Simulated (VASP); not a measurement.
## Pb: single point with revPBE+D4

Pb:

```
CELL_PARAMETERS angstrom
0.00000 2.45841 2.45841
2.45841 0.00000 2.45841
2.45841 2.45841 0.00000
ATOMIC_POSITIONS crystal
Pb 0.00000 0.00000 0.00000
```

```json
{
  "Program": "VASP 6.6.1",
  "Task": "single point",
  "Functional": "revPBE",
  "Dispersion": "D4",
  "Potentials or basis": "VASP PAW PBE potentials, release 64 (Pb_d)",
  "Cutoff": "520 eV",
  "k mesh": "9 × 9 × 9",
  "Occupations": "fermi-dirac, width 0.05 eV",
  "Spin": "no spin polarisation",
  "Dipole correction": "no",
  "Further INCAR settings": "ALGO = Fast; EDIFF = 1e-07; NBANDS = 13"
}
```

```json
{
 "Pressure": "1.3 GPa",
 "Band gap on the k mesh": "zero (band 7 reaches 15.20 eV, above the bottom of band 8 at 6.02 eV)",
 "Dispersion energy per atom": "-0.609 eV"
}
```

Levels at points of the mesh, in eV from the Fermi level:
| k point | band 3 | band 4 | band 5 | band 6 | band 7 | band 8 | band 9 | band 10 | band 11 | band 12 |
| --- | --- | --- | --- | --- | --- | --- | --- | --- | --- | --- |
| (0.00, 0.00, 0.00) | -16.99 | -16.84 | -16.84 | -11.74 | 7.75 | 7.75 | 7.75 | 9.90 | 11.72 | 12.77 |

Run time: 15 s on 1 thread of AMD EPYC 7R13, with other jobs on the host, peak memory 0.15 GiB.

Caveat: the PAW data sets were made with another functional, which shifts forces and pressure a little; spin-orbit coupling is left out, which moves the levels of the heavy elements; pairwise dispersion overbinds metals, which lowers pressure and volume.
